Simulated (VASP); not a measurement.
# Sb (Pm-3m) in VASP: notebook

Sb is run at these levels: LDA; tasks: single point, relaxation of cell and atoms.

Everything below comes from runs of VASP 6.6.1. Logs are shortened: lines on timing, memory, paths and dates and some standing lists are left out, and cuts for length are marked.

### Step 1. The cell of the first run

It takes space group Pm-3m (No. 221, cubic). Conventional cell: a = 3.048 Å, b = 3.048 Å, c = 3.048 Å, α = 90.00°, β = 90.00°, γ = 90.00°. Sb (site symmetry m-3m) has 6 Sb at 3.05 Å within 4.0 Å.

### Step 2. Single point, LDA

File INCAR:

```
  PREC = Accurate
  ENCUT = 520
  EDIFF = 1E-6
  ISMEAR = -1
  SIGMA = 0.05
  LREAL = F
  LASPH = T
  NELM = 100
  ALGO = Normal
  ISIF = 2
  LWAVE = F
  LCHARG = F
  NBANDS = 8
```

File KPOINTS:

```
Automatic mesh
0
Gamma
  8 8 8
```

File POSCAR:

```
Sb
1.0
    3.0480680046      0.0000000000      0.0000000000
    0.0000000000      3.0480680046      0.0000000000
    0.0000000000      0.0000000000      3.0480680046
Sb
1
Direct
    0.0000000000      0.0000000000      0.0000000000
```

Potentials or basis: VASP PAW LDA potentials, release 64 (Sb).

Run with:

```bash
cat potpaw_LDA.64/Sb/POTCAR > POTCAR
mpirun -np 1 vasp_std > vasp.out
```

OUTCAR:

```text
PREC = Accurate
   ENCUT = 520
   EDIFF = 1E-6
   ISMEAR = -1
   LREAL = F
   LASPH = T
   NELM = 100
   ISIF = 2

 ion  position               nearest neighbor table
   1  0.000  0.000  0.000-

  LATTYP: Found a simple cubic cell.
 ALAT       =     3.0480680046

  Lattice vectors:

 A1 = (   3.0480680046,   0.0000000000,   0.0000000000)
 A2 = (   0.0000000000,   3.0480680046,   0.0000000000)
 A3 = (   0.0000000000,   0.0000000000,   3.0480680046)

Analysis of symmetry for initial positions (statically):
=====================================================================
 Subroutine PRICEL returns:
 Original cell was already a primitive cell.

 Routine SETGRP: Setting up the symmetry group for a
 simple cubic supercell.

 Subroutine GETGRP returns: Found 48 space group operations
 (whereof 48 operations were pure point group operations)
 out of a pool of 48 trial point group operations.

The static configuration has the point symmetry O_h .

Analysis of symmetry for dynamics (positions and initial velocities):
=====================================================================
 Subroutine PRICEL returns:
 Original cell was already a primitive cell.

 Routine SETGRP: Setting up the symmetry group for a
 simple cubic supercell.

 Subroutine GETGRP returns: Found 48 space group operations
 (whereof 48 operations were pure point group operations)
 out of a pool of 48 trial point group operations.

The dynamic configuration has the point symmetry O_h .

 Subroutine INISYM returns: Found 48 space group operations
 (whereof 48 operations are pure point group operations),
 and found     1 'primitive' translations

----------------------------------------------------------------------------------------

                                     Primitive cell

  volume of cell :      28.3187

  direct lattice vectors                    reciprocal lattice vectors
     3.048068005  0.000000000  0.000000000     0.328076670  0.000000000  0.000000000
     0.000000000  3.048068005  0.000000000     0.000000000  0.328076670  0.000000000
     0.000000000  0.000000000  3.048068005     0.000000000  0.000000000  0.328076670

  length of vectors
     3.048068005  3.048068005  3.048068005     0.328076670  0.328076670  0.328076670

  position of ions in fractional coordinates (direct lattice)
     0.000000000  0.000000000  0.000000000

  ion indices of the primitive-cell ions
[... 74 lines left out ...]
   EDIFF  = 0.1E-05   stopping-criterion for ELM
   LREAL  =      F    real-space projection
   EDIFFG = 0.1E-04   stopping-criterion for IOM
   NSW    =      0    number of steps for IOM
   IBRION =     -1    ionic relax: 0-MD 1-quasi-New 2-CG
   NFREE  =      0    steps in history (QN), initial steepest desc. (CG)
   ISIF   =      2    stress and relaxation
   ISYM   =      2    0-nonsym 1-usesym 2-fastsym
   POTIM  = 0.5000    time-step for ionic-motion
   TEBEG  =    0.0;   TEEND  =   0.0 temperature during run
   PSTRESS=    0.0 pullay stress
   NELECT =       5.0000    total number of electrons
   NUPDOWN=      -1.0000    fix difference up-down
   EMIN   =  10.00;   EMAX   =-10.00  energy-range for DOS
   EFERMI =   0.00;   METHOD = LEGACY
   ISMEAR =    -1;   SIGMA  =   0.05  broadening in eV -4-tet -1-fermi 0-gaus
   EFERMI_NEDOS =   21; number of points for ismear=-14 and -15
   IALGO  =     38    algorithm
   IMIX   =      4    mixing-type and parameters
     AMIX     =   0.40;   BMIX     =  1.00
     AMIX_MAG =   1.60;   BMIX_MAG =  1.00
  volume/ion in A,a.u.               =      28.32       191.10
  Fermi-wavevector in a.u.,A,eV,Ry     =   0.918418  1.735558 11.476389  0.843491
  Thomas-Fermi vector in A             =   2.043497
   LORBIT       =      0    0 simple, 1 ext, 2 COOP (PROOUT), +10 PAW based schemes
   GGA     = CA    functional components
   LHFCALC =     F    Hartree Fock is set to
   AEXX    =    0.0000 exact exchange contribution
   IVDW    =     0    specifies the selected vdW correction
   LEPSILON=     F    determine dielectric tensor
   LRPA    =     F    only Hartree local field effects (RPA)
 non-spin polarized calculation
  energy-cutoff  :      520.00
  volume of cell :       28.32
 maximum number of plane-waves:       772
 NGX is ok and might be reduce to    24
   NGX = 11   NGY = 11   NGZ = 11

 number of electron       4.9999999 magnetization

 Free energy of the ion-electron system (eV)
  ---------------------------------------------------
  ext. energy  EPLUGINS =         0.00000000
  ---------------------------------------------------
  free energy    TOTEN  =        -4.77516851 eV

  energy without entropy =       -4.76774548  energy(sigma->0) =       -4.77145699

 E-fermi :   7.6086     XC(G=0): -10.0209

 val. band max:        7.5969728581   @ k =   0.3750   0.2500   0.1250
 cond. band min:       7.8771539519   @ k =   0.3750   0.2500   0.2500
 fundamental gap:      0.2801810938
 Fermi energy:         7.6086375496

 k-point     1 :       0.0000    0.0000    0.0000
  band No.  band energies     occupation
      1      -5.1420      2.00000
      2      11.0309      0.00000
      3      11.0309      0.00000
      4      11.0309      0.00000
      5      14.6157      0.00000
      6      14.6157      0.00000
      7      16.1881      0.00000
      8      24.4342      0.00000
[... 243 lines left out ...]
 k-point    24 :       0.5000    0.3750    0.1250
  band No.  band energies     occupation
      1      -0.2799      2.00000
      2       3.6705      2.00000
      3       5.4469      2.00000
      4      10.8156      0.00000
      5      12.9158      0.00000
      6      17.3778      0.00000
      7      18.8113      0.00000
      8      21.6016      0.00000

 [... further k-points ...]

------------------------ aborting loop because EDIFF is reached ----------------------------------------

  FORCE on cell =-STRESS in cart. coord.  units (eV):
  Direction    XX          YY          ZZ          XY          YZ          ZX
  --------------------------------------------------------------------------------------
  -------------------------------------------------------------------------------------
  Total        0.0488073      0.0488073      0.0488073      0.0000000     -0.0000000      0.0000000
  in kB        2.7613509      2.7613509      2.7613509      0.0000000     -0.0000000      0.0000000
  external PRESSURE =       2.7613509 kB  Pullay stress =       0.0000000 kB

 VOLUME and BASIS-vectors are now :
 -----------------------------------------------------------------------------
  energy-cutoff  :      520.00
  volume of cell :       28.32
      direct lattice vectors                 reciprocal lattice vectors
     3.048068005  0.000000000  0.000000000     0.328076670  0.000000000  0.000000000
     0.000000000  3.048068005  0.000000000     0.000000000  0.328076670  0.000000000
     0.000000000  0.000000000  3.048068005     0.000000000  0.000000000  0.328076670

 POSITION                                       TOTAL-FORCE (eV/Angst)
 -----------------------------------------------------------------------------------
      0.00000      0.00000      0.00000         0.000000      0.000000      0.000000
 -----------------------------------------------------------------------------------
    total drift:                               -0.000000     -0.000000      0.000000

  FREE ENERGIE OF THE ION-ELECTRON SYSTEM (eV)
  ---------------------------------------------------
  free  energy   TOTEN  =        -4.7751685108 eV

  energy  without entropy=       -4.7677454769  energy(sigma->0) =       -4.77145699
```

Run time: 5.6 s. Hardware: 1 thread of AMD EPYC 7R13, shared host; peak memory 0.1 GiB.

What came out:

```
Free energy : -4.7752 eV
Pressure    : 0.3 GPa
```

Levels at points of the mesh, in eV from the Fermi level:
| k point | band 1 | band 2 | band 3 | band 4 | band 5 | band 6 |
| --- | --- | --- | --- | --- | --- | --- |
| (0.00, 0.00, 0.00) | -12.75 | 3.42 | 3.42 | 3.42 | 7.01 | 7.01 |
| (0.50, 0.00, 0.00) | -10.15 | -5.86 | 5.58 | 5.58 | 9.06 | 10.76 |
| (0.50, 0.50, 0.00) | -7.38 | -3.69 | -3.69 | 2.07 | 7.80 | 12.89 |
| (0.50, 0.50, 0.50) | -4.26 | -1.65 | -1.65 | -1.65 | 4.84 | 4.84 |

Caveat: spin-orbit coupling is left out, which moves the levels of the heavy elements.

### Step 3. Relaxation of cell and atoms, LDA

This run uses another cell than the first one, of 33.08 Å³/atom, 1.168 times its volume.

File INCAR:

```
SYSTEM = Sb
ALGO     = Normal         ! electronic algorithm
EDIFF    = 1E-7           ! SCF threshold, eV
EDIFFG   = -0.03          ! ionic threshold
ENCUT    = 600            ! plane-wave cutoff, eV
IBRION   = 2              ! ionic algorithm
ISIF     = 3              ! what is computed and relaxed
ISMEAR   = -1             ! smearing method
LASPH    = .TRUE.         ! aspherical terms in the spheres
LCHARG   = .FALSE.        ! write CHGCAR
LREAL    = .FALSE.        ! projectors in reciprocal space
LWAVE    = .FALSE.        ! write WAVECAR
NELM     = 60             ! most SCF steps
NSW      = 80             ! ionic steps
PREC     = Accurate       ! precision mode
SIGMA    = 0.05           ! smearing width, eV
```

File KPOINTS:

```
k-points
0
G
  8 8 8
  0 0 0
```

File POSCAR:

```
Sb
1.0
    3.2100000000      0.0000000000      0.0000000000
    0.0000000000      3.2100000000      0.0000000000
    0.0000000000      0.0000000000      3.2100000000
Sb
1
Direct
    0.0000000000      0.0000000000      0.0000000000
```

Potentials or basis: VASP PAW LDA potentials, release 64 (Sb).

Run with:

```bash
cat potpaw_LDA.64/Sb/POTCAR > POTCAR
mpirun -np 1 vasp_std > vasp.out
```

Wall time 20 s (1 thread of AMD EPYC 7R13, shared host); peak memory 0.12 GiB.

Results (log left out):

```yaml
Free_energy: -4.7754 eV
Relaxed_volume: 28.43 Å³/atom
Relaxed_cell: a = 3.052 Å, b = 3.052 Å, c = 3.052 Å, α = 90.00°, β = 90.00°, γ = 90.00°
Space_group_after_relaxing_to_0.05_Å: Pm-3m (No. 221)
Energy_gained_by_relaxing: 122.0 meV/atom
Ionic_steps: 3
Pressure_after_relaxing: 0.0 GPa
```

Step by step:
| step | energy change (eV) | largest force (eV/Å) | pressure (GPa) | volume (Å³) |
| --- | --- | --- | --- | --- |
| 1 | 0.0000 | 0.0000 | -7.28 | 33.08 |
| 2 | -0.0870 | 0.0000 | 5.78 | 26.39 |
| 3 | -0.1220 | 0.0000 | 0.00 | 28.43 |

Final structure:
```yaml
crystal:
  lattice:
    - [3.05207, 0.00000, 0.00000]
    - [0.00000, 3.05207, 0.00000]
    - [0.00000, 0.00000, 3.05207]
  atoms:
    - { symbol: Sb, position: [0.00000, 0.00000, 0.00000] }
```

Levels at points of the mesh, in eV from the Fermi level:
```
           k point  band 1  band 2  band 3  band 4  band 5  band 6
(0.00, 0.00, 0.00)  -12.72    3.41    3.41    3.41    7.00    7.00
(0.50, 0.00, 0.00)  -10.13   -5.83    5.56    5.56    9.05   10.75
(0.50, 0.50, 0.00)   -7.38   -3.67   -3.67    2.09    7.76   12.86
(0.50, 0.50, 0.50)   -4.29   -1.64   -1.64   -1.64    4.84    4.84
```

Caveat: spin-orbit coupling is left out, which moves the levels of the heavy elements.
